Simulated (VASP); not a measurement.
# MoS2 (Molybdenite 2H) (P6_3/mmc) in VASP: single point with PBE

Aim: the single point of MoS2 (Molybdenite 2H) with PBE.

Everything below comes from runs of VASP 6.6.1. Logs are shortened: lines on timing, memory, paths and dates and some standing lists are left out, and cuts for length are marked.

### Step 1. The cell of the first run

The structure is hexagonal, space group P6_3/mmc (No. 194). Conventional cell: a = 3.140 Å, b = 3.140 Å, c = 12.530 Å, α = 90.00°, β = 90.00°, γ = 120.00°. Mo (site symmetry -6m2) has 6 S at 2.40 Å and 6 Mo at 3.14 Å within 3.2 Å. Within 3.2 Å of S (site symmetry 3m) lie 3 Mo at 2.40 Å and 7 S at 3.14 to 3.15 Å.

### Step 2. Single point, PBE, collinear spin, ferromagnetic start

INCAR reads:

```
SYSTEM = MoS2
PREC = Accurate ; ENCUT = 500
EDIFF = 1E-6 ; ISMEAR = -1
SIGMA = 0.01 ; LREAL = .False.
LASPH = .True. ; NELM = 200
ALGO = Normal ; ISIF = 2
LWAVE = .False. ; LCHARG = .False.
ISPIN = 2 ; MAGMOM = 2 2 0 0 0 0
LORBIT = 11 ; LMAXMIX = 4
GGA = PE ; NBANDS = 39
GGA_COMPAT = .False.
```

KPOINTS reads:

```
Automatic mesh
0
Gamma
  12 12 3
  0 0 0
```

POSCAR reads:

```
MoS2
1.0
    3.1400000000      0.0000000000      0.0000000000
   -1.5700000000      2.7193197679      0.0000000000
    0.0000000000      0.0000000000     12.5300000000
Mo S
2 4
Direct
    0.3333333333      0.6666666667      0.2500000000
    0.6666666667      0.3333333333      0.7500000000
    0.3333333333      0.6666666667      0.6244584594
    0.6666666667      0.3333333333      0.1244584594
    0.3333333333      0.6666666667      0.8755415406
    0.6666666667      0.3333333333      0.3755415406
```

Potentials or basis: VASP PAW PBE potentials, release 64 (Mo_sv, S).

Launch:

```console
> cat potpaw_PBE.64/Mo_sv/POTCAR potpaw_PBE.64/S/POTCAR > POTCAR
> mpirun -np 1 vasp_std > vasp.out
```

OUTCAR:

```text
SYSTEM = MoS2
   PREC = Accurate
   ENCUT = 500
   EDIFF = 1E-6
   ISMEAR = -1
   LREAL = .False.
   LASPH = .True.
   NELM = 200
   ISIF = 2
   ISPIN = 2
   LORBIT = 11
   GGA = PE

 ion  position               nearest neighbor table
   1  0.333  0.667  0.250-   4 2.40   6 2.40   4 2.40   6 2.40   4 2.40   6 2.40
   2  0.667  0.333  0.750-   3 2.40   5 2.40   3 2.40   5 2.40   3 2.40   5 2.40
   3  0.333  0.667  0.624-   2 2.40   2 2.40   2 2.40
   4  0.667  0.333  0.124-   1 2.40   1 2.40   1 2.40
   5  0.333  0.667  0.876-   2 2.40   2 2.40   2 2.40
   6  0.667  0.333  0.376-   1 2.40   1 2.40   1 2.40

  LATTYP: Found a hexagonal cell.
 ALAT       =     3.1400000000
 C/A-ratio  =     3.9904458599

  Lattice vectors:

 A1 = (   3.1400000000,   0.0000000000,   0.0000000000)
 A2 = (  -1.5700000000,   2.7193197679,   0.0000000000)
 A3 = (   0.0000000000,   0.0000000000,  12.5300000000)

Analysis of symmetry for initial positions (statically):
=====================================================================
 Subroutine PRICEL returns:
 Original cell was already a primitive cell.

 Routine SETGRP: Setting up the symmetry group for a
 hexagonal supercell.

 Subroutine GETGRP returns: Found 24 space group operations
 (whereof 12 operations were pure point group operations)
 out of a pool of 24 trial point group operations.

The static configuration has the point symmetry D_3d.
 The point group associated with its full space group is D_6h.

Analysis of symmetry for dynamics (positions and initial velocities):
=====================================================================
 Subroutine PRICEL returns:
 Original cell was already a primitive cell.

 Routine SETGRP: Setting up the symmetry group for a
 hexagonal supercell.

 Subroutine GETGRP returns: Found 24 space group operations
 (whereof 12 operations were pure point group operations)
 out of a pool of 24 trial point group operations.

The dynamic configuration has the point symmetry D_3d.
 The point group associated with its full space group is D_6h.

Analysis of structural, dynamic, and magnetic symmetry:
=====================================================================
 Subroutine PRICEL returns:
 Original cell was already a primitive cell.

 Routine SETGRP: Setting up the symmetry group for a
 hexagonal supercell.

 Subroutine GETGRP returns: Found 24 space group operations
[... 143 lines left out ...]
 spin polarized calculation
  energy-cutoff  :      500.00
  volume of cell :      106.99
 maximum number of plane-waves:      2744
 NGX is ok and might be reduce to    24
   NGX = 11   NGY = 11   NGZ = 45

 number of electron      52.0000004 magnetization       0.0004544

 Free energy of the ion-electron system (eV)
  ---------------------------------------------------
  ext. energy  EPLUGINS =         0.00000000
  ---------------------------------------------------
  free energy    TOTEN  =       -43.60270595 eV

  energy without entropy =      -43.60270595  energy(sigma->0) =      -43.60270595

 E-fermi :   7.5919     XC(G=0): -10.7983

 val. band max:        7.3731632735   @ k =   0.0000   0.0000   0.0000
 cond. band min:       8.3786142290   @ k =   0.1667   0.1667   0.0000
 fundamental gap:      1.0054509555
 Fermi energy:         7.5919092195

 spin component 1

 k-point     1 :       0.0000    0.0000    0.0000
  band No.  band energies     occupation
      1     -53.9800      1.00000
      2     -53.9800      1.00000
      3     -28.1492      1.00000
      4     -28.1492      1.00000
      5     -27.8935      1.00000
      6     -27.8935      1.00000
[... 973 lines left out ...]
     37      15.2204      0.00000
     38      15.3422      0.00000

 [... further k-points ...]

 spin component 2

 k-point     1 :       0.0000    0.0000    0.0000
  band No.  band energies     occupation
      1     -53.9800      1.00000
      2     -53.9800      1.00000
      3     -28.1493      1.00000
      4     -28.1492      1.00000
      5     -27.8935      1.00000
      6     -27.8935      1.00000
[... 973 lines left out ...]
     37      15.2205      0.00000
     38      15.3423      0.00000

 [... further k-points ...]

 [bands above 38 left out]

------------------------ aborting loop because EDIFF is reached ----------------------------------------

  FORCE on cell =-STRESS in cart. coord.  units (eV):
  Direction    XX          YY          ZZ          XY          YZ          ZX
  --------------------------------------------------------------------------------------
  -------------------------------------------------------------------------------------
  Total        2.9154403      2.9154403      1.3997000      0.0000000      0.0000000      0.0000000
  in kB       43.6589955     43.6589955     20.9606397      0.0000000      0.0000000      0.0000000
  external PRESSURE =      36.0928769 kB  Pullay stress =       0.0000000 kB

 VOLUME and BASIS-vectors are now :
 -----------------------------------------------------------------------------
  energy-cutoff  :      500.00
  volume of cell :      106.99
      direct lattice vectors                 reciprocal lattice vectors
     3.140000000  0.000000000  0.000000000     0.318471338  0.183869512  0.000000000
    -1.570000000  2.719319768  0.000000000     0.000000000  0.367739025  0.000000000
     0.000000000  0.000000000 12.530000000     0.000000000  0.000000000  0.079808460

 POSITION                                       TOTAL-FORCE (eV/Angst)
 -----------------------------------------------------------------------------------
     -0.00000      1.81288      3.13250         0.000000     -0.000000     -0.000000
      1.57000      0.90644      9.39750        -0.000000      0.000000     -0.000000
     -0.00000      1.81288      7.82446         0.000000     -0.000000      0.013446
      1.57000      0.90644      1.55946         0.000000      0.000000      0.013446
     -0.00000      1.81288     10.97054        -0.000000     -0.000000     -0.013446
      1.57000      0.90644      4.70554         0.000000      0.000000     -0.013446
 -----------------------------------------------------------------------------------
    total drift:                               -0.000000      0.000000     -0.000000

  FREE ENERGIE OF THE ION-ELECTRON SYSTEM (eV)
  ---------------------------------------------------
  free  energy   TOTEN  =       -43.6027059468 eV

  energy  without entropy=      -43.6027059468  energy(sigma->0) =      -43.60270595

 total charge

# of ion       s       p       d       tot
------------------------------------------
    1        2.294   6.226   3.965  12.485
    2        2.294   6.226   3.965  12.485
    3        1.365   2.343   0.000   3.708
    4        1.365   2.343   0.000   3.708
    5        1.365   2.343   0.000   3.708
    6        1.365   2.343   0.000   3.708
--------------------------------------------------
tot         10.049  21.824   7.930  39.802

 magnetization (x)

# of ion       s       p       d       tot
------------------------------------------
    1       -0.000  -0.000  -0.000  -0.000
    2       -0.000  -0.000  -0.000  -0.000
    3       -0.000   0.000   0.000   0.000
    4       -0.000   0.000   0.000   0.000
    5       -0.000   0.000   0.000   0.000
    6       -0.000   0.000   0.000   0.000
--------------------------------------------------
tot         -0.000   0.000  -0.000  -0.000
```

OSZICAR:

```text
N       E                     dE             d eps       ncg     rms          rms(c)
DAV:   1     0.431914190957E+03    0.43191E+03   -0.28323E+04  6448   0.123E+03
DAV:   2    -0.246395363091E+02   -0.45655E+03   -0.43843E+03  7016   0.337E+02
DAV:   3    -0.450660761447E+02   -0.20427E+02   -0.20061E+02  7252   0.666E+01
DAV:   4    -0.454060365917E+02   -0.33996E+00   -0.33954E+00  7188   0.898E+00
DAV:   5    -0.454120691855E+02   -0.60326E-02   -0.60318E-02  7232   0.119E+00    0.372E+01
DAV:   6    -0.436569631975E+02    0.17551E+01   -0.11956E+01  6558   0.203E+01    0.152E+01
DAV:   7    -0.436372305074E+02    0.19733E-01   -0.44176E+00  6333   0.125E+01    0.104E+01
DAV:   8    -0.435236462831E+02    0.11358E+00   -0.62078E-01  6791   0.453E+00    0.396E+00
DAV:   9    -0.435865825341E+02   -0.62936E-01   -0.15729E-01  6959   0.186E+00    0.137E+00
DAV:  10    -0.435973767810E+02   -0.10794E-01   -0.10832E-02  6934   0.587E-01    0.689E-01
DAV:  11    -0.436020226707E+02   -0.46459E-02   -0.58867E-03  7177   0.379E-01    0.141E-01
DAV:  12    -0.436025447732E+02   -0.52210E-03   -0.45279E-04  7421   0.103E-01    0.108E-01
DAV:  13    -0.436025523001E+02   -0.75269E-05   -0.94891E-05  6932   0.404E-02    0.464E-02
DAV:  14    -0.436026976760E+02   -0.14538E-03   -0.10624E-04  7153   0.407E-02    0.180E-02
DAV:  15    -0.436027058582E+02   -0.81823E-05   -0.70247E-06  6901   0.110E-02    0.706E-03
DAV:  16    -0.436027059468E+02   -0.88568E-07   -0.60778E-07  4490   0.408E-03
   1 F= -.43602706E+02 E0= -.43602706E+02  d E =-.334433E-12  mag=     0.0001
```

Wall time 11 min (1 thread of AMD EPYC 7R13, shared host); peak memory 0.36 GiB.

What came out:

```
Free energy                                           : -43.6027 eV
Pressure                                              : 3.6 GPa
Largest force                                         : 0.013 eV/Å
Band gap on the k mesh                                : 1.01 eV, indirect (least direct gap 1.77 eV)
Net moment                                            : 0.00 μB per cell
Valence electrons inside the program's atomic spheres : Mo 12.48; S 3.71
```

Forces on the atoms (eV/Å):
```
Mo   0.000  0.000  0.000
Mo   0.000  0.000  0.000
S    0.000  0.000  0.013
S    0.000  0.000  0.013
S    0.000  0.000 -0.013
S    0.000  0.000 -0.013
```

Caveat: this functional lacks dispersion, which binds the layers, so the pressure and a relaxed spacing across them are unreliable. PBE gaps usually lie below the measured ones, often by a third to a half.
